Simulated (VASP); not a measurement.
# TiTe2 (P-3m1) in VASP: notebook, part 2 of 2

VASP 6.6.1. Earlier steps stand in the parts before.

### Step 4. Single point, PBE

This run uses another cell than the first one, of 25.42 Å³/atom, 1.056 times its volume.

File INCAR:

```
ALGO = Normal
EDIFF = 1E-6
ENCUT = 520
GGA = PE
ISIF = 2
ISMEAR = -1
LASPH = T
LCHARG = F
LREAL = F
LWAVE = F
NBANDS = 19
NELM = 100
PREC = Accurate
SIGMA = 0.1
```

File KPOINTS:

```
k-points
0
Gamma
  10 10 5
```

File POSCAR:

```
TiTe2
1.0
    3.7129706813      0.0000000000      0.0000000000
   -1.8564853407      3.2155269826      0.0000000000
    0.0000000000      0.0000000000      6.3878431261
Ti Te
1 2
Direct
    0.0000000000      0.0000000000      0.0000000000
    0.6666666667      0.3333333333      0.2628000000
    0.3333333333      0.6666666667      0.7372000000
```

Potentials or basis: VASP PAW PBE potentials, release 64 (Ti_sv, Te).

Run with:

```
$ cat potpaw_PBE.64/Ti_sv/POTCAR potpaw_PBE.64/Te/POTCAR > POTCAR
$ mpirun -np 1 vasp_std > vasp.out
```

OUTCAR:

```text
EDIFF = 1E-6
   ENCUT = 520
   GGA = PE
   ISIF = 2
   ISMEAR = -1
   LASPH = T
   LREAL = F
   NELM = 100
   PREC = Accurate

 ion  position               nearest neighbor table
   1  0.000  0.000  0.000-   2 2.72   3 2.72   2 2.72   3 2.72   2 2.72   3 2.72
   2  0.667  0.333  0.263-   1 2.72   1 2.72   1 2.72
   3  0.333  0.667  0.737-   1 2.72   1 2.72   1 2.72

  LATTYP: Found a hexagonal cell.
 ALAT       =     3.7129706813
 C/A-ratio  =     1.7204130262

  Lattice vectors:

 A1 = (   3.7129706813,   0.0000000000,   0.0000000000)
 A2 = (  -1.8564853407,   3.2155269826,   0.0000000000)
 A3 = (   0.0000000000,   0.0000000000,   6.3878431261)

Analysis of symmetry for initial positions (statically):
=====================================================================
 Subroutine PRICEL returns:
 Original cell was already a primitive cell.

 Routine SETGRP: Setting up the symmetry group for a
 hexagonal supercell.

 Subroutine GETGRP returns: Found 12 space group operations
 (whereof 12 operations were pure point group operations)
 out of a pool of 24 trial point group operations.

The static configuration has the point symmetry D_3d.

Analysis of symmetry for dynamics (positions and initial velocities):
=====================================================================
 Subroutine PRICEL returns:
 Original cell was already a primitive cell.

 Routine SETGRP: Setting up the symmetry group for a
 hexagonal supercell.

 Subroutine GETGRP returns: Found 12 space group operations
 (whereof 12 operations were pure point group operations)
 out of a pool of 24 trial point group operations.

The dynamic configuration has the point symmetry D_3d.

 Subroutine INISYM returns: Found 12 space group operations
 (whereof 12 operations are pure point group operations),
 and found     1 'primitive' translations

----------------------------------------------------------------------------------------

                                     Primitive cell
[... 111 lines left out ...]
   IMIX   =      4    mixing-type and parameters
     AMIX     =   0.40;   BMIX     =  1.00
     AMIX_MAG =   1.60;   BMIX_MAG =  1.00
  volume/ion in A,a.u.               =      25.42       171.55
  Fermi-wavevector in a.u.,A,eV,Ry     =   1.113532  2.104270 16.870584  1.239953
  Thomas-Fermi vector in A             =   2.250118
   LORBIT       =      0    0 simple, 1 ext, 2 COOP (PROOUT), +10 PAW based schemes
   GGA     = PE    functional components
   LHFCALC =     F    Hartree Fock is set to
   AEXX    =    0.0000 exact exchange contribution
   IVDW    =     0    specifies the selected vdW correction
   LEPSILON=     F    determine dielectric tensor
   LRPA    =     F    only Hartree local field effects (RPA)
 non-spin polarized calculation
  energy-cutoff  :      520.00
  volume of cell :       76.27
 maximum number of plane-waves:      2069
   NGX = 13   NGY = 13   NGZ = 23

 number of electron      24.0000000 magnetization

 Free energy of the ion-electron system (eV)
  ---------------------------------------------------
  ext. energy  EPLUGINS =         0.00000000
  ---------------------------------------------------
  free energy    TOTEN  =       -16.16157100 eV

  energy without entropy =      -16.11893846  energy(sigma->0) =      -16.14025473

 E-fermi :   7.4388     XC(G=0): -10.0951

 val. band max:        7.4287813025   @ k =   0.0000   0.1000   0.2000
 cond. band min:       7.4628433838   @ k =   0.5000   0.0000   0.0000
 fundamental gap:      0.0340620813
 Fermi energy:         7.4388247864

 k-point     1 :       0.0000    0.0000    0.0000
  band No.  band energies     occupation
      1     -49.9014      2.00000
      2     -26.1726      2.00000
      3     -26.1726      2.00000
      4     -26.1395      2.00000
      5      -5.2659      2.00000
      6      -3.6021      2.00000
[... 505 lines left out ...]
      6      -3.0957      2.00000
[... 11 lines left out ...]
     18      12.1902      0.00000
     19      12.9272      0.00000

 [... further k-points ...]

------------------------ aborting loop because EDIFF is reached ----------------------------------------

  FORCE on cell =-STRESS in cart. coord.  units (eV):
  Direction    XX          YY          ZZ          XY          YZ          ZX
  --------------------------------------------------------------------------------------
  -------------------------------------------------------------------------------------
  Total        1.9934498      1.9934499      2.6171752     -0.0000000     -0.0000000      0.0000000
  in kB       41.8781966     41.8781979     54.9813568     -0.0000000     -0.0000000      0.0000000
  external PRESSURE =      46.2459171 kB  Pullay stress =       0.0000000 kB

 VOLUME and BASIS-vectors are now :
 -----------------------------------------------------------------------------
  energy-cutoff  :      520.00
  volume of cell :       76.27
      direct lattice vectors                 reciprocal lattice vectors
     3.712970681  0.000000000  0.000000000     0.269326123  0.155495507  0.000000000
    -1.856485341  3.215526983  0.000000000     0.000000000  0.310991015  0.000000000
     0.000000000  0.000000000  6.387843126     0.000000000  0.000000000  0.156547364

 POSITION                                       TOTAL-FORCE (eV/Angst)
 -----------------------------------------------------------------------------------
      0.00000      0.00000      0.00000         0.000000     -0.000000      0.000000
      1.85649      1.07184      1.67873        -0.000000     -0.000000      0.502158
     -0.00000      2.14368      4.70912        -0.000000      0.000000     -0.502158
 -----------------------------------------------------------------------------------
    total drift:                                0.000000     -0.000000      0.000000

  FREE ENERGIE OF THE ION-ELECTRON SYSTEM (eV)
  ---------------------------------------------------
  free  energy   TOTEN  =       -16.1615710010 eV

  energy  without entropy=      -16.1189384623  energy(sigma->0) =      -16.14025473
```

OSZICAR:

```text
N       E                     dE             d eps       ncg     rms          rms(c)
DAV:   1     0.179258219322E+03    0.17926E+03   -0.10882E+04  2212   0.119E+03
DAV:   2    -0.176402981803E+01   -0.18102E+03   -0.17604E+03  2283   0.301E+02
DAV:   3    -0.175266084082E+02   -0.15763E+02   -0.15390E+02  3359   0.826E+01
DAV:   4    -0.180949422254E+02   -0.56833E+00   -0.56546E+00  2849   0.147E+01
DAV:   5    -0.181157083291E+02   -0.20766E-01   -0.20757E-01  3146   0.278E+00    0.124E+01
DAV:   6    -0.180285246044E+02    0.87184E-01   -0.31006E+01  2436   0.362E+01    0.124E+01
DAV:   7    -0.163540332266E+02    0.16745E+01   -0.22671E+01  2768   0.289E+01    0.516E+00
DAV:   8    -0.161587619367E+02    0.19527E+00   -0.12910E+00  2646   0.815E+00    0.155E+00
DAV:   9    -0.161715780784E+02   -0.12816E-01   -0.10413E-01  2972   0.204E+00    0.121E+00
DAV:  10    -0.161628457313E+02    0.87323E-02   -0.12731E-01  2601   0.255E+00    0.613E-01
DAV:  11    -0.161618729881E+02    0.97274E-03   -0.17706E-02  2588   0.996E-01    0.294E-01
DAV:  12    -0.161616377166E+02    0.23527E-03   -0.32310E-03  2620   0.397E-01    0.170E-01
DAV:  13    -0.161615714303E+02    0.66286E-04   -0.31035E-04  2617   0.141E-01    0.280E-02
DAV:  14    -0.161615741325E+02   -0.27023E-05   -0.12867E-05  2577   0.275E-02    0.272E-02
DAV:  15    -0.161615709860E+02    0.31466E-05   -0.12113E-05  2683   0.269E-02    0.404E-03
DAV:  16    -0.161615710010E+02   -0.15056E-07   -0.10688E-06  1482   0.566E-03
   1 F= -.16161571E+02 E0= -.16140255E+02  d E =-.426325E-01
```

Run time: 38 s. Hardware: 1 thread of Intel Xeon 6975P-C (Granite Rapids), shared host; peak memory 0.23 GiB.

What came out:

| Quantity | Value |
| --- | --- |
| Free energy | -16.1616 eV |
| Pressure | 4.6 GPa |
| Largest force | 0.502 eV/Å |
| Band gap on the k mesh | zero (band 12 reaches 7.85 eV, above the bottom of band 13 at 7.18 eV) |

Forces in eV/Å, atoms in the order of the input:
```
Ti   0.000  0.000  0.000
Te   0.000  0.000  0.502
Te   0.000  0.000 -0.502
```

Levels at points of the mesh, in eV from the Fermi level:
```tsv
k point	band 8	band 9	band 10	band 11	band 12	band 13	band 14	band 15	band 16	band 17
(0.00, 0.00, 0.00)	-1.75	-1.75	0.34	0.42	0.42	0.69	1.21	1.21	3.28	3.28
(0.50, 0.00, 0.00)	-3.88	-2.86	-2.53	-1.83	-1.17	0.02	1.25	1.61	2.53	3.61
```

Caveat: spin-orbit coupling is left out, which moves the levels of the heavy elements; this functional lacks dispersion, which binds the layers, so the pressure and a relaxed spacing across them are unreliable.

### Step 5. Single point, PBE

This run uses another cell than the first one, of 26.09 Å³/atom, 1.083 times its volume.

File INCAR:

```
SYSTEM = TiTe2
  ALGO = Normal
  EDIFF = 1E-6
  ENCUT = 520
  GGA = PE
  ISIF = 2
  ISMEAR = -1
  LASPH = .True.
  LCHARG = .False.
  LREAL = .False.
  LWAVE = .False.
  NBANDS = 19
  NELM = 80
  PREC = Accurate
  SIGMA = 0.1
```

File KPOINTS:

```
k-points
0
Gamma
  10 10 5
  0 0 0
```

File POSCAR:

```
TiTe2
1.0
    3.7452590035      0.0000000000      0.0000000000
   -1.8726295018      3.2434894903      0.0000000000
    0.0000000000      0.0000000000      6.4433923762
Ti Te
1 2
Direct
    0.0000000000      0.0000000000      0.0000000000
    0.6666666667      0.3333333333      0.2628000000
    0.3333333333      0.6666666667      0.7372000000
```

Potentials or basis: VASP PAW PBE potentials, release 64 (Ti_sv, Te).

Run with:

```
$ cat potpaw_PBE.64/Ti_sv/POTCAR potpaw_PBE.64/Te/POTCAR > POTCAR
$ mpirun -np 1 vasp_std > vasp.out
```

OUTCAR:

```text
SYSTEM = TiTe2
   EDIFF = 1E-6
   ENCUT = 520
   GGA = PE
   ISIF = 2
   ISMEAR = -1
   LASPH = .True.
   LREAL = .False.
   NELM = 80
   PREC = Accurate

 ion  position               nearest neighbor table
   1  0.000  0.000  0.000-   2 2.75   3 2.75   2 2.75   3 2.75   2 2.75   3 2.75
   2  0.667  0.333  0.263-   1 2.75   1 2.75   1 2.75
   3  0.333  0.667  0.737-   1 2.75   1 2.75   1 2.75

  LATTYP: Found a hexagonal cell.
 ALAT       =     3.7452590035
 C/A-ratio  =     1.7204130262
[... 720 lines left out ...]

  FORCE on cell =-STRESS in cart. coord.  units (eV):
  Direction    XX          YY          ZZ          XY          YZ          ZX
  --------------------------------------------------------------------------------------
  -------------------------------------------------------------------------------------
  Total        1.1165545      1.1165545      1.6527885     -0.0000000      0.0000000      0.0000000
  in kB       22.8550176     22.8550183     33.8313198     -0.0000000      0.0000000      0.0000000
  external PRESSURE =      26.5137852 kB  Pullay stress =       0.0000000 kB

 VOLUME and BASIS-vectors are now :
 -----------------------------------------------------------------------------
  energy-cutoff  :      520.00
  volume of cell :       78.27
      direct lattice vectors                 reciprocal lattice vectors
     3.745259004  0.000000000  0.000000000     0.267004231  0.154154962  0.000000000
    -1.872629502  3.243489490  0.000000000     0.000000000  0.308309925  0.000000000
     0.000000000  0.000000000  6.443392376     0.000000000  0.000000000  0.155197750

 POSITION                                       TOTAL-FORCE (eV/Angst)
 -----------------------------------------------------------------------------------
      0.00000      0.00000      0.00000         0.000000      0.000000     -0.000000
      1.87263      1.08116      1.69332         0.000000     -0.000000      0.260145
     -0.00000      2.16233      4.75007        -0.000000      0.000000     -0.260145
 -----------------------------------------------------------------------------------
    total drift:                                0.000000     -0.000000      0.000000

  FREE ENERGIE OF THE ION-ELECTRON SYSTEM (eV)
  ---------------------------------------------------
  free  energy   TOTEN  =       -16.2071746578 eV

  energy  without entropy=      -16.1636390338  energy(sigma->0) =      -16.18540685
```

stdout:

```text
POSCAR found type information on POSCAR TiTe
 POSCAR found :  2 types and       3 ions
 scaLAPACK will be used
 LDA part: xc-table for (Slater+PW92), standard interpolation
 POSCAR, INCAR and KPOINTS ok, starting setup
 FFT: planning ... GRIDC
 FFT: planning ... GRID_SOFT
 FFT: planning ... GRID
 WAVECAR not read
 entering main loop
```

It took 45 s on 1 thread of Intel Xeon 6975P-C (Granite Rapids), shared host; peak memory 0.23 GiB.

What came out:

```yaml
Free_energy: -16.2072 eV
Pressure: 2.7 GPa
Largest_force: 0.260 eV/Å
Band_gap_on_the_k_mesh: zero (band 12 reaches 7.53 eV, above the bottom of band 13 at 6.89 eV)
```

Forces in eV/Å, atoms in the order of the input:
```
Ti   0.000  0.000  0.000
Te   0.000  0.000  0.260
Te   0.000  0.000 -0.260
```

Levels at points of the mesh, in eV from the Fermi level:
| k point | band 9 | band 10 | band 11 | band 12 | band 13 | band 14 | band 15 | band 16 |
| --- | --- | --- | --- | --- | --- | --- | --- | --- |
| (0.00, 0.00, 0.00) | -1.72 | 0.35 | 0.41 | 0.41 | 0.63 | 1.14 | 1.14 | 3.17 |
| (0.50, 0.00, 0.00) | -2.78 | -2.46 | -1.79 | -1.15 | 0.03 | 1.20 | 1.55 | 2.47 |

Caveat: spin-orbit coupling is left out, which moves the levels of the heavy elements; this functional lacks dispersion, which binds the layers, so the pressure and a relaxed spacing across them are unreliable.

### Step 6. Single point, PBE

This run uses another cell than the first one, of 26.76 Å³/atom, 1.111 times its volume.

File INCAR:

```
SYSTEM = TiTe2
PREC     = Accurate       ! precision mode
ENCUT    = 520            ! plane-wave cutoff, eV
EDIFF    = 1E-6           ! SCF threshold, eV
ISMEAR   = -1             ! smearing method
SIGMA    = 0.1            ! smearing width, eV
LREAL    = .False.        ! projectors in reciprocal space
LASPH    = .True.         ! aspherical terms in the spheres
NELM     = 60             ! most SCF steps
ALGO     = Normal         ! electronic algorithm
ISIF     = 2              ! what is computed and relaxed
LWAVE    = .False.        ! write WAVECAR
LCHARG   = .False.        ! write CHGCAR
GGA      = PE             ! functional
NBANDS   = 19             ! bands
```

File KPOINTS:

```
Automatic mesh
0
Gamma
  10 10 5
  0 0 0
```

File POSCAR:

```
TiTe2
1.0
    3.7770000000      0.0000000000      0.0000000000
   -1.8885000000      3.2709780000      0.0000000000
    0.0000000000      0.0000000000      6.4980000000
Ti Te
1 2
Direct
    0.0000000000      0.0000000000      0.0000000000
    0.6666666667      0.3333333333      0.2628000000
    0.3333333333      0.6666666667      0.7372000000
```

Potentials or basis: VASP PAW PBE potentials, release 64 (Ti_sv, Te).

Run with:

```
$ cat potpaw_PBE.64/Ti_sv/POTCAR potpaw_PBE.64/Te/POTCAR > POTCAR
$ mpirun -np 1 vasp_std > vasp.out
```

It took 42 s on 1 thread of Intel Xeon 6975P-C (Granite Rapids), shared host; peak memory 0.23 GiB.

Results (log left out):

| Item | Value |
| --- | --- |
| Free energy | -16.2296 eV |
| Pressure | 0.9 GPa |
| Largest force | 0.039 eV/Å |
| Band gap on the k mesh | zero (band 12 reaches 7.22 eV, above the bottom of band 13 at 6.62 eV) |

Forces on the atoms (eV/Å):
```
Ti   0.000  0.000  0.000
Te   0.000  0.000  0.039
Te   0.000  0.000 -0.039
```

Stress tensor (GPa, compression positive):
```
0.61 0.00 0.00
0.00 0.61 0.00
0.00 0.00 1.52
```

Levels at points of the mesh, in eV from the Fermi level:
```tsv
k point	band 10	band 11	band 12	band 13	band 14	band 15
(0.00, 0.00, 0.00)	0.36	0.40	0.40	0.58	1.07	1.07
(0.50, 0.00, 0.00)	-2.39	-1.75	-1.13	0.03	1.15	1.49
```

Caveat: spin-orbit coupling is left out, which moves the levels of the heavy elements; this functional lacks dispersion, which binds the layers, so the pressure and a relaxed spacing across them are unreliable.

### Step 7. Summary

| cell | gap on the mesh (eV) | pressure (GPa) | largest force (eV/Å) |
| --- | --- | --- | --- |
| a = 3.647, b = 3.647, c = 6.274 Å, angles 90.0, 90.0, 120.0°, 3 atoms | none | 9.4 | 1.06 |
| a = 3.680, b = 3.680, c = 6.331 Å, angles 90.0, 90.0, 120.0°, 3 atoms | none | 6.9 | 0.77 |
| a = 3.713, b = 3.713, c = 6.388 Å, angles 90.0, 90.0, 120.0°, 3 atoms | none | 4.6 | 0.50 |
| a = 3.745, b = 3.745, c = 6.443 Å, angles 90.0, 90.0, 120.0°, 3 atoms | none | 2.7 | 0.26 |
| a = 3.777, b = 3.777, c = 6.498 Å, angles 90.0, 90.0, 120.0°, 3 atoms | none | 0.9 | 0.04 |

Alike in all rows: task single point; level PBE; potentials or basis VASP PAW PBE potentials, release 64 (Ti_sv, Te); no spin polarisation; k mesh 10 × 10 × 5; cutoff (eV) 520; smearing fermi-dirac 0.1 eV.

Caveats: spin-orbit coupling is left out, which moves the levels of the heavy elements; this functional lacks dispersion, which binds the layers, so the pressure and a relaxed spacing across them are unreliable; forces of over 1 eV/Å act on the atoms, so gaps and moduli don't describe the material at rest (some runs).

Total energies depend on the potentials used, so only differences within one code and one set of settings carry meaning.
